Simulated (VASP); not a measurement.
# N (P6_3/mmc) in VASP: notebook, part 2 of 2

VASP 6.6.1. The steps go on from the part before.

## Step 4: Single point, PBEsol

File INCAR:

```
  PREC = Accurate
  ENCUT = 600
  EDIFF = 1E-6
  ISMEAR = -1
  SIGMA = 0.1
  LREAL = F
  LASPH = T
  NELM = 120
  ALGO = Normal
  ISIF = 2
  LWAVE = F
  LCHARG = F
  GGA = PS
  NBANDS = 12
  GGA_COMPAT = F
```

File KPOINTS:

```
Automatic mesh
0
Gamma
  12 12 11
```

File POSCAR:

```
N
1.0
    2.5194737886      0.0000000000      0.0000000000
   -1.2597368943      2.1819283051      0.0000000000
    0.0000000000      0.0000000000      2.4460020000
N
2
Direct
    0.3333333333      0.6666666667      0.7500000000
    0.6666666667      0.3333333333      0.2500000000
```

Potentials or basis: VASP PAW PBE potentials, release 64 (N).

Command:

```console
$ cat potpaw_PBE.64/N/POTCAR > POTCAR
$ mpirun -np 1 vasp_std > vasp.out
```

OUTCAR:

```text
PREC = Accurate
   ENCUT = 600
   EDIFF = 1E-6
   ISMEAR = -1
   LREAL = F
   LASPH = T
   NELM = 120
   ISIF = 2
   GGA = PS

 ion  position               nearest neighbor table
   1  0.333  0.667  0.750-
   2  0.667  0.333  0.250-

  LATTYP: Found a hexagonal cell.
 ALAT       =     2.5194737886
 C/A-ratio  =     0.9708384390

  Lattice vectors:

 A1 = (   2.5194737886,   0.0000000000,   0.0000000000)
 A2 = (  -1.2597368943,   2.1819283051,   0.0000000000)
 A3 = (   0.0000000000,   0.0000000000,   2.4460020000)

Analysis of symmetry for initial positions (statically):
=====================================================================
 Subroutine PRICEL returns:
 Original cell was already a primitive cell.

 Routine SETGRP: Setting up the symmetry group for a
 hexagonal supercell.

 Subroutine GETGRP returns: Found 24 space group operations
 (whereof 12 operations were pure point group operations)
 out of a pool of 24 trial point group operations.

The static configuration has the point symmetry D_3d.
 The point group associated with its full space group is D_6h.

Analysis of symmetry for dynamics (positions and initial velocities):
=====================================================================
 Subroutine PRICEL returns:
 Original cell was already a primitive cell.

 Routine SETGRP: Setting up the symmetry group for a
 hexagonal supercell.

 Subroutine GETGRP returns: Found 24 space group operations
 (whereof 12 operations were pure point group operations)
 out of a pool of 24 trial point group operations.

The dynamic configuration has the point symmetry D_3d.
 The point group associated with its full space group is D_6h.

 Subroutine INISYM returns: Found 24 space group operations
 (whereof 12 operations are pure point group operations),
 and found     1 'primitive' translations
[... 113 lines left out ...]
   IMIX   =      4    mixing-type and parameters
     AMIX     =   0.40;   BMIX     =  1.00
     AMIX_MAG =   1.60;   BMIX_MAG =  1.00
  volume/ion in A,a.u.               =       6.72        45.37
  Fermi-wavevector in a.u.,A,eV,Ry     =   1.483221  2.802881 29.932052  2.199944
  Thomas-Fermi vector in A             =   2.596909
   LORBIT       =      0    0 simple, 1 ext, 2 COOP (PROOUT), +10 PAW based schemes
   GGA     = PS    functional components
   LHFCALC =     F    Hartree Fock is set to
   AEXX    =    0.0000 exact exchange contribution
   IVDW    =     0    specifies the selected vdW correction
   LEPSILON=     F    determine dielectric tensor
   LRPA    =     F    only Hartree local field effects (RPA)
 non-spin polarized calculation
  energy-cutoff  :      600.00
  volume of cell :       13.45
 maximum number of plane-waves:       462
 NGX is ok and might be reduce to    20

 number of electron      10.0000000 magnetization

 Free energy of the ion-electron system (eV)
  ---------------------------------------------------
  ext. energy  EPLUGINS =         0.00000000
  ---------------------------------------------------
  free energy    TOTEN  =       -10.47019361 eV

  energy without entropy =      -10.44344808  energy(sigma->0) =      -10.45682085

 E-fermi :   7.0142     XC(G=0): -13.2706

 val. band max:        7.0039926495   @ k =   0.0833   0.0000   0.4545
 cond. band min:       7.0283958648   @ k =   0.1667  -0.0000   0.1818
 fundamental gap:      0.0244032154
 Fermi energy:         7.0142241278

 k-point     1 :       0.0000    0.0000    0.0000
  band No.  band energies     occupation
      1     -15.0934      2.00000
      2       1.3954      2.00000
      3       2.1744      2.00000
      4       4.6410      2.00000
      5       4.6410      2.00000
      6       9.8278      0.00000
      7       9.8278      0.00000
      8      13.1672      0.00000
      9      21.3036      0.00000
     10      24.7963      0.00000
     11      32.1820      0.00000
     12      32.1820      0.00000
[... 331 lines left out ...]
 k-point    24 :       0.3333   -0.0000    0.0909
  band No.  band energies     occupation
      1     -12.3435      2.00000
      2      -4.4698      2.00000
      3       2.5437      2.00000
      4       2.6256      2.00000
      5       6.0536      1.99987
      6       8.6143      0.00000
      7      11.0437      0.00000
      8      11.5168      0.00000
      9      21.8075      0.00000
     10      27.9130      0.00000
     11      33.2516      0.00000
     12      35.3679      0.00000

 [... further k-points ...]
[... 5 lines left out ...]
  --------------------------------------------------------------------------------------
  -------------------------------------------------------------------------------------
  Total        0.2557800      0.2557800     -0.7904280      0.0000000      0.0000000      0.0000000
  in kB       30.4768518     30.4768518    -94.1815335      0.0000000      0.0000000      0.0000000
  external PRESSURE =     -11.0759433 kB  Pullay stress =       0.0000000 kB

 VOLUME and BASIS-vectors are now :
 -----------------------------------------------------------------------------
  energy-cutoff  :      600.00
  volume of cell :       13.45
      direct lattice vectors                 reciprocal lattice vectors
     2.519473789  0.000000000  0.000000000     0.396908277  0.229155100  0.000000000
    -1.259736894  2.181928305  0.000000000     0.000000000  0.458310201  0.000000000
     0.000000000  0.000000000  2.446002000     0.000000000  0.000000000  0.408830410

 POSITION                                       TOTAL-FORCE (eV/Angst)
 -----------------------------------------------------------------------------------
     -0.00000      1.45462      1.83450        -0.000000     -0.000000      0.000000
      1.25974      0.72731      0.61150         0.000000      0.000000      0.000000
 -----------------------------------------------------------------------------------
    total drift:                               -0.000000      0.000000      0.000000

  FREE ENERGIE OF THE ION-ELECTRON SYSTEM (eV)
  ---------------------------------------------------
  free  energy   TOTEN  =       -10.4701936150 eV

  energy  without entropy=      -10.4434480783  energy(sigma->0) =      -10.45682085
```

OSZICAR:

```text
N       E                     dE             d eps       ncg     rms          rms(c)
DAV:   1     0.301619343538E+02    0.30162E+02   -0.65705E+03  2800   0.920E+02
DAV:   2    -0.939906789145E+01   -0.39561E+02   -0.37727E+02  3584   0.214E+02
DAV:   3    -0.104672788571E+02   -0.10682E+01   -0.10469E+01  3372   0.282E+01
DAV:   4    -0.104696418198E+02   -0.23630E-02   -0.23629E-02  2992   0.152E+00
DAV:   5    -0.104696443811E+02   -0.25613E-05   -0.25616E-05  3384   0.521E-02    0.226E+00
DAV:   6    -0.104693972682E+02    0.24711E-03   -0.84077E-04  3116   0.284E-01    0.134E+00
DAV:   7    -0.104701893629E+02   -0.79209E-03   -0.20110E-03  3048   0.437E-01    0.599E-02
DAV:   8    -0.104701942324E+02   -0.48694E-05   -0.10984E-04  3376   0.103E-01    0.118E-02
DAV:   9    -0.104701931286E+02    0.11038E-05   -0.16722E-06  2652   0.138E-02    0.711E-03
DAV:  10    -0.104701936150E+02   -0.48642E-06   -0.41002E-07  2196   0.673E-03
   1 F= -.10470194E+02 E0= -.10456821E+02  d E =-.267455E-01
```

It took 7.3 s on 1 thread of AMD EPYC 9R45 (Zen 5), shared host; peak memory 0.1 GiB.

Results:

- Free energy: -10.4702 eV
- Pressure: -1.1 GPa
- Band gap on the k mesh: zero (band 5 reaches 8.17 eV, above the bottom of band 6 at 3.96 eV)

Stress tensor (GPa, compression positive):
```
 3.05  0.00  0.00
 0.00  3.05  0.00
 0.00  0.00 -9.42
```

Levels at points of the mesh, in eV from the Fermi level:
```
           k point  band 2  band 3  band 4  band 5  band 6  band 7  band 8  band 9
(0.00, 0.00, 0.00)   -5.62   -4.84   -2.37   -2.37    2.81    2.81    6.15   14.29
(0.50, 0.00, 0.00)  -14.52   -5.04   -2.25   -1.53    1.70    2.72    5.11   13.37
```

Caveat: the PAW data sets were made with another functional, which shifts forces and pressure a little.

## Step 5: Single point, BLYP, collinear spin, ferrimagnetic start

File INCAR:

```
SYSTEM = N
PREC = Accurate
ENCUT = 600
EDIFF = 1E-6
ISMEAR = -1
SIGMA = 0.025
LREAL = .FALSE.
LASPH = .TRUE.
NELM = 200
ALGO = Normal
ISIF = 2
LWAVE = .FALSE.
LCHARG = .FALSE.
ISPIN = 2
MAGMOM = 0.5 -0.25
LORBIT = 11
GGA = B5
ALDAX = 1.0
AGGAX = 1.0
AGGAC = 1.0
ALDAC = 0.0
NBANDS = 16
GGA_COMPAT = .FALSE.
```

File KPOINTS:

```
regular mesh
0
G
  12 12 11
  0 0 0
```

POSCAR is that of step 4.

Command:

```console
$ cat potpaw_PBE.64/N/POTCAR > POTCAR
$ mpirun -np 1 vasp_std > vasp.out
```

Run time: 31 s. Hardware: 1 thread of AMD EPYC 9R45 (Zen 5), shared host; peak memory 0.12 GiB.

The run converged. Its results:

| Property | Result |
| --- | --- |
| Free energy | -8.2750 eV |
| Pressure | 24.9 GPa |
| Band gap on the k mesh | zero (filled and empty bands overlap) |
| Net moment | 0.00 μB per cell |
| Valence electrons inside the program's atomic spheres | N 3.40 |

Stress tensor (GPa, compression positive):
```
28.86  0.00  0.00
 0.00 28.86  0.00
 0.00  0.00 17.08
```

Levels at points of the mesh, in eV from the Fermi level:
Spin up:
| k point | band 3 | band 4 | band 5 | band 6 | band 7 | band 8 |
| --- | --- | --- | --- | --- | --- | --- |
| (0.00, 0.00, 0.00) | -4.73 | -2.35 | -2.35 | 2.77 | 2.77 | 6.03 |
| (0.50, 0.00, 0.00) | -4.93 | -2.20 | -1.49 | 1.69 | 2.67 | 4.96 |
Spin down:
```tsv
k point	band 3	band 4	band 5	band 6	band 7	band 8
(0.00, 0.00, 0.00)	-4.73	-2.35	-2.35	2.77	2.77	6.03
(0.50, 0.00, 0.00)	-4.93	-2.20	-1.49	1.69	2.67	4.96
```

Caveat: the PAW data sets were made with another functional, which shifts forces and pressure a little.

## Step 6: Single point, BLYP, collinear spin, antiferromagnetic start

File INCAR:

```
AGGAC = 1.0 ; AGGAX = 1.0
ALDAC = 0.0 ; ALDAX = 1.0
ALGO = Normal ; EDIFF = 1E-7
ENCUT = 520 ; GGA = B5
ISIF = 2 ; ISMEAR = 1
ISPIN = 2 ; LASPH = T
LCHARG = T ; LELF = T
LORBIT = 11 ; LREAL = F
LVHAR = T ; LWAVE = F
MAGMOM = 0.5 -0.5 ; NBANDS = 16
NELM = 150 ; PREC = Accurate
SIGMA = 0.01
```

File KPOINTS:

```
k-points
0
Gamma
  12 12 11
```

File POSCAR:

```
N
1.0
    2.5194737900      0.0000000000      0.0000000000
   -1.2597368950      2.1819283063      0.0000000000
    0.0000000000      0.0000000000      2.4460020000
N
2
Direct
    0.3333333333      0.6666666667      0.7500000000
    0.6666666667      0.3333333333      0.2500000000
```

Potentials or basis: VASP PAW PBE potentials, release 64 (N).

Command:

```console
$ cat potpaw_PBE.64/N/POTCAR > POTCAR
$ mpirun -np 1 vasp_std > vasp.out
```

Wall time 27 s (1 thread of Intel Xeon Platinum 8488C (Sapphire Rapids), shared host); peak memory 0.14 GiB.

It converged, with:

```yaml
Free_energy: -8.2671 eV
Pressure: 25.8 GPa
Band_gap_on_the_k_mesh: zero (filled and empty bands overlap)
Net_moment: 0.00 μB per cell
Valence_electrons_inside_the_program's_atomic_spheres: N 3.41
```

Stress tensor (GPa, compression positive):
```
29.87  0.00  0.00
 0.00 29.87  0.00
 0.00  0.00 17.66
```

Levels at points of the mesh, in eV from the Fermi level:
Spin up:
| k point | band 1 | band 2 | band 3 | band 4 | band 5 | band 6 | band 7 | band 8 | band 9 | band 10 |
| --- | --- | --- | --- | --- | --- | --- | --- | --- | --- | --- |
| (0.00, 0.00, 0.00) | -21.85 | -5.75 | -4.73 | -2.36 | -2.36 | 2.77 | 2.77 | 6.02 | 15.23 | 18.67 |
| (0.50, 0.00, 0.00) | -17.29 | -14.32 | -4.93 | -2.20 | -1.50 | 1.69 | 2.67 | 4.96 | 14.19 | 24.53 |
Spin down:
| k point | band 1 | band 2 | band 3 | band 4 | band 5 | band 6 | band 7 | band 8 | band 9 | band 10 |
| --- | --- | --- | --- | --- | --- | --- | --- | --- | --- | --- |
| (0.00, 0.00, 0.00) | -21.85 | -5.75 | -4.73 | -2.36 | -2.36 | 2.77 | 2.77 | 6.02 | 15.23 | 18.67 |
| (0.50, 0.00, 0.00) | -17.29 | -14.32 | -4.93 | -2.20 | -1.50 | 1.69 | 2.67 | 4.96 | 14.19 | 24.53 |

Caveat: the PAW data sets were made with another functional, which shifts forces and pressure a little.

## Step 7: Summary

| level | potentials or basis | spin | cutoff (eV) | smearing | gap on the mesh (eV) | pressure (GPa) | moment (μB) |
| --- | --- | --- | --- | --- | --- | --- | --- |
| LDA | VASP PAW LDA potentials, release 64 (N) | off | 600 | gaussian 0.01 eV | none | -7.2 | - |
| PBE+D4 | VASP PAW PBE potentials, release 64 (N) | off | 600 | tetrahedron | none | 6.8 | - |
| PBEsol | VASP PAW PBE potentials, release 64 (N) | off | 600 | fermi-dirac 0.1 eV | none | -1.1 | - |
| BLYP | VASP PAW PBE potentials, release 64 (N) | collinear, ferrimagnetic start | 600 | fermi-dirac 0.025 eV | none | 24.9 | 0.00 |
| BLYP | VASP PAW PBE potentials, release 64 (N) | collinear, antiferromagnetic start | 520 | methfessel-paxton 0.01 eV | none | 25.8 | 0.00 |

Alike in all rows: task single point; cell as given; k mesh 12 × 12 × 11.

Caveats: the PAW data sets were made with another functional, which shifts forces and pressure a little (some runs); pairwise dispersion overbinds metals, which lowers pressure and volume (some runs).

Total energies depend on the potentials used, so only differences within one code and one set of settings carry meaning.
